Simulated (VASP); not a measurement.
# CsH (I4/mmm) in VASP: a series of runs

CsH is run at these levels: LDA; tasks: single point.

Program: VASP 6.6.1. These are calculated values, not measurements. Logs are shortened: lines on timing, memory, paths and dates and some standing lists are left out, and cuts for length are marked.

## Step 1: The cell of the first run

Symmetry: I4/mmm, No. 139, tetragonal system. The conventional cell has a = 4.368 Å, b = 4.368 Å, c = 6.794 Å, α = 90.00°, β = 90.00°, γ = 90.00°. Within 4.1 Å of Cs (site symmetry 4/mmm) lie 6 H at 3.09 to 3.40 Å. Within 4.1 Å of H (site symmetry 4/mmm) lie 6 Cs at 3.09 to 3.40 Å.

## Step 2: Single point, LDA

INCAR

```
PREC     = Accurate       # precision mode
ENCUT    = 520            # plane-wave cutoff, eV
EDIFF    = 1E-7           # SCF threshold, eV
ISMEAR   = 0              # smearing method
SIGMA    = 0.05           # smearing width, eV
LREAL    = False          # projectors in reciprocal space
LASPH    = True           # aspherical terms in the spheres
NELM     = 100            # most SCF steps
ALGO     = Normal         # electronic algorithm
ISIF     = 2              # what is computed and relaxed
LWAVE    = False          # write WAVECAR
LCHARG   = False          # write CHGCAR
NBANDS   = 12             # bands
```

KPOINTS

```
Automatic mesh
0
Gamma
  8 8 8
```

POSCAR

```
CsH
1.0
    0.0000000000      3.0883090280      3.3971399308
    3.0883090280      0.0000000000      3.3971399308
    3.0883090280      3.0883090280      0.0000000000
Cs H
1 1
Direct
    0.0000000000      0.0000000000      0.0000000000
    0.5000000000      0.5000000000      0.5000000000
```

Potentials or basis: VASP PAW LDA potentials, release 64 (Cs_sv, H).

Run with:

```sh
> cat potpaw_LDA.64/Cs_sv/POTCAR potpaw_LDA.64/H/POTCAR > POTCAR
> mpirun -np 1 vasp_std > vasp.out
```

OUTCAR:

```text
PREC = Accurate
   ENCUT = 520
   EDIFF = 1E-7
   ISMEAR = 0
   LREAL = False
   LASPH = True
   NELM = 100
   ISIF = 2

 ion  position               nearest neighbor table
   1  0.000  0.000  0.000-
   2  0.500  0.500  0.500-

  LATTYP: Found a body centered tetragonal cell.
 ALAT       =     4.3675285122
 C/A-ratio  =     1.5556349186

  Lattice vectors:

 A1 = (  -3.0883090280,   0.0000000000,   3.3971399308)
 A2 = (   3.0883090280,   0.0000000000,   3.3971399308)
 A3 = (   0.0000000000,   3.0883090280,  -3.3971399308)

Analysis of symmetry for initial positions (statically):
=====================================================================
 Subroutine PRICEL returns:
 Original cell was already a primitive cell.

 Routine SETGRP: Setting up the symmetry group for a
 body centered tetragonal supercell.

 Subroutine GETGRP returns: Found 16 space group operations
 (whereof 16 operations were pure point group operations)
 out of a pool of 16 trial point group operations.

The static configuration has the point symmetry D_4h.

Analysis of symmetry for dynamics (positions and initial velocities):
=====================================================================
 Subroutine PRICEL returns:
 Original cell was already a primitive cell.

 Routine SETGRP: Setting up the symmetry group for a
 body centered tetragonal supercell.

 Subroutine GETGRP returns: Found 16 space group operations
 (whereof 16 operations were pure point group operations)
 out of a pool of 16 trial point group operations.

The dynamic configuration has the point symmetry D_4h.

 Subroutine INISYM returns: Found 16 space group operations
 (whereof 16 operations are pure point group operations),
 and found     1 'primitive' translations

----------------------------------------------------------------------------------------

                                     Primitive cell

  volume of cell :      64.8015

  direct lattice vectors                    reciprocal lattice vectors
     0.000000000  3.088309028  3.397139931    -0.161900896  0.161900896  0.147182633
     3.088309028  0.000000000  3.397139931     0.161900896 -0.161900896  0.147182633
     3.088309028  3.088309028  0.000000000     0.161900896  0.161900896 -0.147182633

  length of vectors
     4.591101432  4.591101432  4.367528512     0.272188405  0.272188405  0.272188405

  position of ions in fractional coordinates (direct lattice)
     0.000000000  0.000000000  0.000000000
     0.500000000  0.500000000  0.500000000

  ion indices of the primitive-cell ions
   primitive index   ion index
                 1           1
                 2           2

----------------------------------------------------------------------------------------

 KPOINTS: Automatic mesh

Automatic generation of k-mesh.
 Grid dimensions read from file:
 generate k-points for:    8    8    8

 Generating k-lattice:

  Cartesian coordinates                     Fractional coordinates (reciprocal lattice)
    -0.020237612  0.020237612  0.018397829     0.125000000  0.000000000  0.000000000
     0.020237612 -0.020237612  0.018397829     0.000000000  0.125000000  0.000000000
     0.020237612  0.020237612 -0.018397829     0.000000000  0.000000000  0.125000000

  Length of vectors
     0.034023551  0.034023551  0.034023551

  Shift w.r.t. Gamma in fractional coordinates (k-lattice)
     0.000000000  0.000000000  0.000000000

 Subroutine IBZKPT returns following result:
 ===========================================

 Found     59 irreducible k-points:

 Following reciprocal coordinates:
            Coordinates               Weight
  0.000000  0.000000  0.000000      1.000000
  0.125000  0.000000  0.000000      8.000000
  0.250000  0.000000  0.000000      8.000000
  0.375000  0.000000  0.000000      8.000000
  0.500000  0.000000  0.000000      4.000000
  0.125000  0.125000  0.000000      2.000000
[... 16 lines left out ...]
  0.250000  0.000000  0.125000     16.000000
  0.375000  0.000000  0.125000     16.000000
 [... further k-points ...]
   k-points           NKPTS =     59   k-points in BZ     NKDIM =     59   number of bands    NBANDS=     12
   number of dos      NEDOS =    301   number of ions     NIONS =      2
   total plane-waves  NPLWV =  41472
   dimension x,y,z NGX =    36 NGY =   36 NGZ =   32
   dimension x,y,z NGXF=    72 NGYF=   72 NGZF=   64
   ions per type =               1   1
   NGX,Y,Z   is equivalent  to a cutoff of  13.04, 13.04, 12.18 a.u.
   NGXF,Y,Z  is equivalent  to a cutoff of  26.07, 26.07, 24.36 a.u.
 SYSTEM =  unknown system
   PREC   = accura    normal or accurate (medium, high low for compatibility)
   ISTART =      0    job   : 0-new  1-cont  2-samecut
   ICHARG =      2    charge: 1-file 2-atom 10-const
   ISPIN  =      1    spin polarized calculation?
   LNONCOLLINEAR =      F non collinear calculations
   LSORBIT =      F    spin-orbit coupling
   LASPH  =      T    aspherical Exc in radial PAW
   ENCUT  =  520.0 eV  38.22 Ry    6.18 a.u.   8.54  8.54  8.12*2*pi/ulx,y,z
   NELM   =    100;   NELMIN=  2; NELMDL= -5     # of ELM steps
   EDIFF  = 0.1E-06   stopping-criterion for ELM
   LREAL  =      F    real-space projection
   EDIFFG = 0.1E-05   stopping-criterion for IOM
   NSW    =      0    number of steps for IOM
   IBRION =     -1    ionic relax: 0-MD 1-quasi-New 2-CG
   NFREE  =      0    steps in history (QN), initial steepest desc. (CG)
   ISIF   =      2    stress and relaxation
   ISYM   =      2    0-nonsym 1-usesym 2-fastsym
   POTIM  = 0.5000    time-step for ionic-motion
   TEBEG  =    0.0;   TEEND  =   0.0 temperature during run
   PSTRESS=    0.0 pullay stress
   NELECT =      10.0000    total number of electrons
   NUPDOWN=      -1.0000    fix difference up-down
   EMIN   =  10.00;   EMAX   =-10.00  energy-range for DOS
   EFERMI =   0.00;   METHOD = LEGACY
   ISMEAR =     0;   SIGMA  =   0.05  broadening in eV -4-tet -1-fermi 0-gaus
   EFERMI_NEDOS =   21; number of points for ismear=-14 and -15
   IALGO  =     38    algorithm
   IMIX   =      4    mixing-type and parameters
     AMIX     =   0.40;   BMIX     =  1.00
     AMIX_MAG =   1.60;   BMIX_MAG =  1.00
  volume/ion in A,a.u.               =      32.40       218.65
  Fermi-wavevector in a.u.,A,eV,Ry     =   0.878105  1.659378 10.491026  0.771069
  Thomas-Fermi vector in A             =   1.998146
   LORBIT       =      0    0 simple, 1 ext, 2 COOP (PROOUT), +10 PAW based schemes
   GGA     = CA    functional components
   LHFCALC =     F    Hartree Fock is set to
   AEXX    =    0.0000 exact exchange contribution
   IVDW    =     0    specifies the selected vdW correction
   LEPSILON=     F    determine dielectric tensor
   LRPA    =     F    only Hartree local field effects (RPA)
 non-spin polarized calculation
 Gauss-broadening in eV      SIGMA  =   0.05
  energy-cutoff  :      520.00
  volume of cell :       64.80
 maximum number of plane-waves:      1777
 NGX is ok and might be reduce to    36
   NGX = 17   NGY = 17   NGZ = 17

 number of electron      10.0000000 magnetization

 Free energy of the ion-electron system (eV)
  ---------------------------------------------------
  ext. energy  EPLUGINS =         0.00000000
  ---------------------------------------------------
  free energy    TOTEN  =        -4.87164243 eV

  energy without entropy =       -4.87164243  energy(sigma->0) =       -4.87164243

 E-fermi :   0.3372     XC(G=0):  -7.5206

 val. band max:        0.0737168267   @ k =   0.5000   0.0000   0.0000
 cond. band min:       1.9696263898   @ k =   0.5000   0.0000   0.0000
 fundamental gap:      1.8959095630
 Fermi energy:         0.3371526828

 k-point     1 :       0.0000    0.0000    0.0000
  band No.  band energies     occupation
      1     -21.4040      2.00000
      2      -7.9217      2.00000
      3      -7.8157      2.00000
      4      -7.8157      2.00000
      5      -1.8315      2.00000
      6       4.7282      0.00000
      7       5.0822      0.00000
      8       5.2207      0.00000
      9       5.2207      0.00000
     10       6.9994      0.00000
     11       7.3784      0.00000
     12       8.5995      0.00000

 k-point     2 :       0.1250    0.0000    0.0000
  band No.  band energies     occupation
      1     -21.3921      2.00000
      2      -8.0115      2.00000
      3      -7.8987      2.00000
      4      -7.8228      2.00000
      5      -1.5748      2.00000
      6       4.4364      0.00000
      7       4.8630      0.00000
      8       5.2559      0.00000
      9       5.3584      0.00000
     10       6.6137      0.00000
     11       6.9236      0.00000
     12       9.1976      0.00000

 k-point     3 :       0.2500    0.0000    0.0000
  band No.  band energies     occupation
      1     -21.3634      2.00000
      2      -8.3270      2.00000
      3      -7.9653      2.00000
      4      -7.8396      2.00000
      5      -0.9574      2.00000
      6       3.3533      0.00000
      7       4.7632      0.00000
      8       5.4141      0.00000
      9       5.5910      0.00000
     10       6.6622      0.00000
     11       6.7098      0.00000
     12      10.4773      0.00000
[... 286 lines left out ...]
 k-point    23 :       0.2500    0.0000    0.1250
  band No.  band energies     occupation
      1     -21.3623      2.00000
      2      -8.2429      2.00000
      3      -7.9911      2.00000
      4      -7.9031      2.00000
      5      -1.0240      2.00000
      6       3.8016      0.00000
      7       4.4683      0.00000
      8       5.1602      0.00000
      9       5.8816      0.00000
     10       6.0743      0.00000
     11       7.3640      0.00000
     12      10.1407      0.00000

 k-point    24 :       0.3750    0.0000    0.1250
  band No.  band energies     occupation
      1     -21.3334      2.00000
      2      -8.5315      2.00000
      3      -8.0404      2.00000
      4      -7.9249      2.00000
      5      -0.4893      2.00000
      6       2.8553      0.00000
      7       4.4253      0.00000
      8       4.9881      0.00000
      9       6.1659      0.00000
     10       7.1436      0.00000
     11       7.9601      0.00000
     12      10.7497      0.00000

 [... further k-points ...]
[... 5 lines left out ...]
  --------------------------------------------------------------------------------------
  -------------------------------------------------------------------------------------
  Total       -0.2167253     -0.2167253     -0.8180602      0.0000000      0.0000000      0.0000000
  in kB       -5.3584013     -5.3584013    -20.2260415      0.0000000      0.0000000      0.0000000
  external PRESSURE =     -10.3142814 kB  Pullay stress =       0.0000000 kB

 VOLUME and BASIS-vectors are now :
 -----------------------------------------------------------------------------
  energy-cutoff  :      520.00
  volume of cell :       64.80
      direct lattice vectors                 reciprocal lattice vectors
     0.000000000  3.088309028  3.397139931    -0.161900896  0.161900896  0.147182633
     3.088309028  0.000000000  3.397139931     0.161900896 -0.161900896  0.147182633
     3.088309028  3.088309028  0.000000000     0.161900896  0.161900896 -0.147182633

 POSITION                                       TOTAL-FORCE (eV/Angst)
 -----------------------------------------------------------------------------------
      0.00000      0.00000      0.00000         0.000000      0.000000     -0.000000
      3.08831      3.08831      3.39714         0.000000      0.000000      0.000000
 -----------------------------------------------------------------------------------
    total drift:                               -0.000000      0.000000      0.000000

  FREE ENERGIE OF THE ION-ELECTRON SYSTEM (eV)
  ---------------------------------------------------
  free  energy   TOTEN  =        -4.8716424278 eV

  energy  without entropy=       -4.8716424278  energy(sigma->0) =       -4.87164243
```

Run time: 14 s. Hardware: 1 thread of Intel Xeon 6975P-C (Granite Rapids), shared host; peak memory 0.19 GiB.

What came out:

```yaml
Free_energy: -4.8716 eV
Pressure: -1.0 GPa
Band_gap_on_the_k_mesh: 1.90 eV, direct
```

Levels at points of the mesh, in eV from the valence-band top:
```
           k point  band 3  band 4  band 5  band 6  band 7  band 8
(0.00, 0.00, 0.00)   -7.89   -7.89   -1.91    4.65    5.01    5.15
(0.50, 0.00, 0.00)   -8.11   -7.94    0.00    1.90    4.22    4.86
(0.50, 0.50, 0.00)   -8.10   -8.10   -1.28    3.00    4.74    7.94
(0.50, 0.00, 0.50)   -8.29   -8.23   -1.27    2.77    5.55    7.21
```

Caveat: spin-orbit coupling is left out, which moves the levels of the heavy elements.

(Part 1 of 2 ends here.)
